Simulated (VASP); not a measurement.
# Ag in VASP: notebook

Ag is run at these levels: PBE+D3(BJ); tasks: single point.

Everything below comes from runs of VASP 6.6.1. Logs are shortened: lines on timing, memory, paths and dates and some standing lists are left out, and cuts for length are marked.

## 1. The cell of the first run

The cell holds a slab with vacuum, 3 atoms: a = 2.889 Å, b = 2.889 Å, c = 10.085 Å, α = 90.00°, β = 90.00°, γ = 90.00°.

## 2. Single point, PBE+D3(BJ)

INCAR

```
SYSTEM = Ag
ALGO = Normal
DIPOL = 0.5 0.5 0.500
EDIFF = 1E-6
ENCUT = 400
GGA = PE
GGA_COMPAT = .False.
IDIPOL = 3
ISIF = 2
ISMEAR = 1
IVDW = 12
LASPH = .True.
LCHARG = .False.
LDIPOL = .True.
LREAL = .False.
LWAVE = .False.
NBANDS = 24
NELM = 120
NELMDL = -8
PREC = Accurate
SIGMA = 0.1
```

KPOINTS

```
k-points
0
Gamma
  7 7 1
  0 0 0
```

POSCAR

```
Ag
1.0
    2.8888847545      0.0000000000      0.0000000000
    0.0000000000      2.8888847545      0.0000000000
    0.0000000000      0.0000000000     10.0855000000
Ag
3
Direct
    0.0000000000      0.0000000000      0.2974567448
    0.5000000000      0.5000000000      0.5000000000
    0.0000000000      0.0000000000      0.7025432552
```

Potentials or basis: VASP PAW PBE potentials, release 64 (Ag).

On the command line:

```sh
$ cat potpaw_PBE.64/Ag/POTCAR > POTCAR
$ mpirun -np 1 vasp_std > vasp.out
```

OUTCAR:

```text
SYSTEM = Ag
   EDIFF = 1E-6
   ENCUT = 400
   GGA = PE
   ISIF = 2
   ISMEAR = 1
   IVDW = 12
   LASPH = .True.
   LREAL = .False.
   NELM = 120
   NELMDL = -8
   PREC = Accurate
 IVDW          = 12

 ion  position               nearest neighbor table
   1  0.000  0.000  0.297-   2 2.89   2 2.89   2 2.89   2 2.89
   2  0.500  0.500  0.500-   1 2.89   3 2.89   1 2.89   3 2.89   1 2.89   3 2.89   1 2.89   3 2.89

   3  0.000  0.000  0.703-   2 2.89   2 2.89   2 2.89   2 2.89

  LATTYP: Found a simple tetragonal cell.
 ALAT       =     2.8888847545
 C/A-ratio  =     3.4911396117

  Lattice vectors:

 A1 = (   2.8888847545,   0.0000000000,   0.0000000000)
 A2 = (   0.0000000000,   2.8888847545,   0.0000000000)
 A3 = (   0.0000000000,   0.0000000000,  10.0855000000)

Analysis of symmetry for initial positions (statically):
=====================================================================
 Subroutine PRICEL returns:
 Original cell was already a primitive cell.

 Routine SETGRP: Setting up the symmetry group for a
 simple tetragonal supercell.

 Subroutine GETGRP returns: Found 16 space group operations
 (whereof 16 operations were pure point group operations)
 out of a pool of 16 trial point group operations.

The static configuration has the point symmetry D_4h.

Analysis of symmetry for dynamics (positions and initial velocities):
=====================================================================
 Subroutine PRICEL returns:
 Original cell was already a primitive cell.

 Routine SETGRP: Setting up the symmetry group for a
 simple tetragonal supercell.

 Subroutine GETGRP returns: Found 16 space group operations
 (whereof 16 operations were pure point group operations)
 out of a pool of 16 trial point group operations.

The dynamic configuration has the point symmetry D_4h.

 Subroutine INISYM returns: Found 16 space group operations
 (whereof 16 operations are pure point group operations),
 and found     1 'primitive' translations

----------------------------------------------------------------------------------------

                                     Primitive cell

  volume of cell :      84.1701

  direct lattice vectors                    reciprocal lattice vectors
     2.888884754  0.000000000  0.000000000     0.346154342  0.000000000  0.000000000
     0.000000000  2.888884754  0.000000000     0.000000000  0.346154342  0.000000000
     0.000000000  0.000000000 10.085500000     0.000000000  0.000000000  0.099152248

  length of vectors
     2.888884754  2.888884754 10.085500000     0.346154342  0.346154342  0.099152248

  position of ions in fractional coordinates (direct lattice)
     0.000000000  0.000000000  0.297456745
     0.500000000  0.500000000  0.500000000
     0.000000000  0.000000000  0.702543255

  ion indices of the primitive-cell ions
   primitive index   ion index
                 1           1
                 2           2
                 3           3

----------------------------------------------------------------------------------------

 KPOINTS: k-points

Automatic generation of k-mesh.
 Grid dimensions read from file:
 generate k-points for:    7    7    1

 Generating k-lattice:

  Cartesian coordinates                     Fractional coordinates (reciprocal lattice)
     0.049450620  0.000000000  0.000000000     0.142857143  0.000000000  0.000000000
     0.000000000  0.049450620  0.000000000     0.000000000  0.142857143  0.000000000
     0.000000000  0.000000000  0.099152248     0.000000000  0.000000000  1.000000000

  Length of vectors
     0.049450620  0.049450620  0.099152248

  Shift w.r.t. Gamma in fractional coordinates (k-lattice)
     0.000000000  0.000000000  0.000000000

 Subroutine IBZKPT returns following result:
 ===========================================

 Found     10 irreducible k-points:

 Following reciprocal coordinates:
            Coordinates               Weight
  0.000000  0.000000  0.000000      1.000000
  0.142857  0.000000  0.000000      4.000000
  0.285714  0.000000  0.000000      4.000000
  0.428571  0.000000  0.000000      4.000000
  0.142857  0.142857  0.000000      4.000000
  0.285714  0.142857  0.000000      8.000000
  0.428571  0.142857  0.000000      8.000000
  0.285714  0.285714  0.000000      4.000000
  0.428571  0.285714  0.000000      8.000000
  0.428571  0.428571  0.000000      4.000000
   k-points           NKPTS =     10   k-points in BZ     NKDIM =     10   number of bands    NBANDS=     24
   number of dos      NEDOS =    301   number of ions     NIONS =      3
   total plane-waves  NPLWV =  28000
   dimension x,y,z NGX =    20 NGY =   20 NGZ =   70
   dimension x,y,z NGXF=    40 NGYF=   40 NGZF=  140
   ions per type =               3
   NGX,Y,Z   is equivalent  to a cutoff of  11.51, 11.51, 11.54 a.u.
   NGXF,Y,Z  is equivalent  to a cutoff of  23.02, 23.02, 23.08 a.u.
 SYSTEM =  Ag
   PREC   = accura    normal or accurate (medium, high low for compatibility)
   ISTART =      0    job   : 0-new  1-cont  2-samecut
   ICHARG =      2    charge: 1-file 2-atom 10-const
   ISPIN  =      1    spin polarized calculation?
   LNONCOLLINEAR =      F non collinear calculations
   LSORBIT =      F    spin-orbit coupling
   LASPH  =      T    aspherical Exc in radial PAW
   ENCUT  =  400.0 eV  29.40 Ry    5.42 a.u.   4.71  4.71 16.45*2*pi/ulx,y,z
   NELM   =    120;   NELMIN=  2; NELMDL= -8     # of ELM steps
   EDIFF  = 0.1E-05   stopping-criterion for ELM
   LREAL  =      F    real-space projection
   EDIFFG = 0.1E-04   stopping-criterion for IOM
   NSW    =      0    number of steps for IOM
   IBRION =     -1    ionic relax: 0-MD 1-quasi-New 2-CG
   NFREE  =      0    steps in history (QN), initial steepest desc. (CG)
   ISIF   =      2    stress and relaxation
   ISYM   =      2    0-nonsym 1-usesym 2-fastsym
   POTIM  = 0.5000    time-step for ionic-motion
   TEBEG  =    0.0;   TEEND  =   0.0 temperature during run
   PSTRESS=    0.0 pullay stress
   NELECT =      33.0000    total number of electrons
   NUPDOWN=      -1.0000    fix difference up-down
   EMIN   =  10.00;   EMAX   =-10.00  energy-range for DOS
   EFERMI =   0.00;   METHOD = LEGACY
   ISMEAR =     1;   SIGMA  =   0.10  broadening in eV -4-tet -1-fermi 0-gaus
   EFERMI_NEDOS =   21; number of points for ismear=-14 and -15
   IALGO  =     38    algorithm
   IMIX   =      4    mixing-type and parameters
     AMIX     =   0.40;   BMIX     =  1.00
     AMIX_MAG =   1.60;   BMIX_MAG =  1.00
  volume/ion in A,a.u.               =      28.06       189.34
  Fermi-wavevector in a.u.,A,eV,Ry     =   1.198193  2.264257 19.533435  1.435667
  Thomas-Fermi vector in A             =   2.334089
   LORBIT       =      0    0 simple, 1 ext, 2 COOP (PROOUT), +10 PAW based schemes
   GGA     = PE    functional components
   LHFCALC =     F    Hartree Fock is set to
   AEXX    =    0.0000 exact exchange contribution
   IVDW    =    12    specifies the selected vdW correction
   LEPSILON=     F    determine dielectric tensor
   LRPA    =     F    only Hartree local field effects (RPA)
 non-spin polarized calculation
 Methfessel and Paxton  Order N= 1 SIGMA  =   0.10
  energy-cutoff  :      400.00
  volume of cell :       84.17
 maximum number of plane-waves:      1549
 NGX is ok and might be reduce to    20
   NGX =  9   NGY =  9   NGZ = 33

 dipolmoment           0.000000      0.000000     -0.000000 electrons x Angstroem

 number of electron      32.9999990 magnetization

 dipolmoment           0.000000      0.000000      0.000000 electrons x Angstroem

 Free energy of the ion-electron system (eV)
  ---------------------------------------------------
  ext. energy  EPLUGINS =         0.00000000
  ---------------------------------------------------
  free energy    TOTEN  =        -7.25136862 eV

  energy without entropy =       -7.24658270  energy(sigma->0) =       -7.24977331

 E-fermi :   3.3678     XC(G=0):  -8.7064

 val. band max:        3.3501994211   @ k =   0.4286   0.2857   0.0000
 cond. band min:       3.3914358413   @ k =   0.2857   0.2857   0.0000
 fundamental gap:      0.0412364202
 Fermi energy:         3.3678081876

 k-point     1 :       0.0000    0.0000    0.0000
  band No.  band energies     occupation
      1      -3.4352      2.00000
      2      -2.5139      2.00000
      3      -2.5060      2.00000
      4      -2.0108      2.00000
      5      -1.8313      2.00000
      6      -1.4026      2.00000
[... 16 lines left out ...]
     23      15.3044      0.00000
     24      15.3044      0.00000

 k-point     2 :       0.1429    0.0000    0.0000
  band No.  band energies     occupation
      1      -3.0712      2.00000
      2      -2.3994      2.00000
      3      -2.2172      2.00000
      4      -1.9495      2.00000
      5      -1.4969      2.00000
      6      -1.2440      2.00000
[... 16 lines left out ...]
     23      15.0754      0.00000
     24      15.4978      0.00000

 k-point     3 :       0.2857    0.0000    0.0000
  band No.  band energies     occupation
      1      -2.5304      2.00000
      2      -2.1484      2.00000
      3      -2.0253      2.00000
      4      -1.5585      2.00000
      5      -1.2434      2.00000
      6      -0.9499      2.00000
[... 16 lines left out ...]
     23      12.9142      0.00000
     24      15.9852      0.00000
[... 136 lines left out ...]
 k-point     9 :       0.4286    0.2857    0.0000
  band No.  band energies     occupation
      1      -2.1871      2.00000
      2      -2.1237      2.00000
      3      -1.9831      2.00000
      4      -1.9817      2.00000
      5      -1.3913      2.00000
      6      -1.3259      2.00000
[... 16 lines left out ...]
     23      12.3477      0.00000
     24      12.9201      0.00000

 k-point    10 :       0.4286    0.4286    0.0000
  band No.  band energies     occupation
      1      -2.4951      2.00000
      2      -2.2738      2.00000
      3      -2.2695      2.00000
      4      -2.2367      2.00000
      5      -1.7043      2.00000
      6      -1.1242      2.00000
[... 16 lines left out ...]
     23      11.9139      0.00000
     24      12.2561      0.00000

------------------------ aborting loop because EDIFF is reached ----------------------------------------

 vacuum level on the upper side and lower side of the slab       (xc-potential included)        -1.684        -1.684

 Edisp (eV)   -1.19096

 E8    (eV) :    -0.5320

  FORCE on cell =-STRESS in cart. coord.  units (eV):
  Direction    XX          YY          ZZ          XY          YZ          ZX
  --------------------------------------------------------------------------------------
  -------------------------------------------------------------------------------------
  Total      -1.58279    -1.58279    -0.70451     0.00000     0.00000    -0.00000
  in kB     -30.12834   -30.12834   -13.41029     0.00000     0.00000    -0.00000
  external pressure =      -24.56 kB  Pullay stress =        0.00 kB

 VOLUME and BASIS-vectors are now :
 -----------------------------------------------------------------------------
  energy-cutoff  :      400.00
  volume of cell :       84.17
      direct lattice vectors                 reciprocal lattice vectors
     2.888884754  0.000000000  0.000000000     0.346154342  0.000000000  0.000000000
     0.000000000  2.888884754  0.000000000     0.000000000  0.346154342  0.000000000
     0.000000000  0.000000000 10.085500000     0.000000000  0.000000000  0.099152248

 POSITION                                       TOTAL-FORCE (eV/Angst)
 -----------------------------------------------------------------------------------
      0.00000      0.00000      3.00000        -0.000000     -0.000000      0.048514
      1.44444      1.44444      5.04275        -0.000000     -0.000000      0.000000
      0.00000      0.00000      7.08550         0.000000      0.000000     -0.048514
 -----------------------------------------------------------------------------------
    total drift:                               -0.000000      0.000000      0.000000

  FREE ENERGIE OF THE ION-ELECTRON SYSTEM (eV)
  ---------------------------------------------------
  free  energy   TOTEN  =        -8.4423262381 eV

  energy  without entropy=       -8.4375403169  energy(sigma->0) =       -8.44073093

 vacuum level on the upper side and lower side of the slab         6.060         6.060
```

Wall time 21 s (1 thread of Intel Xeon Platinum 8488C (Sapphire Rapids), shared host); peak memory 0.17 GiB.

Results:

| Quantity | Value |
| --- | --- |
| Free energy | -8.4423 eV |
| Largest force | 0.049 eV/Å |
| Band gap on the k mesh | zero (an odd number of electrons rules out a gap without spin polarisation) |
| Dispersion energy per atom | -0.397 eV |

Forces in eV/Å, atoms in the order of the input:
```
Ag   0.000  0.000  0.049
Ag   0.000  0.000  0.000
Ag   0.000  0.000 -0.049
```

Caveat: three body term missing.

[end of part 1 of 2]
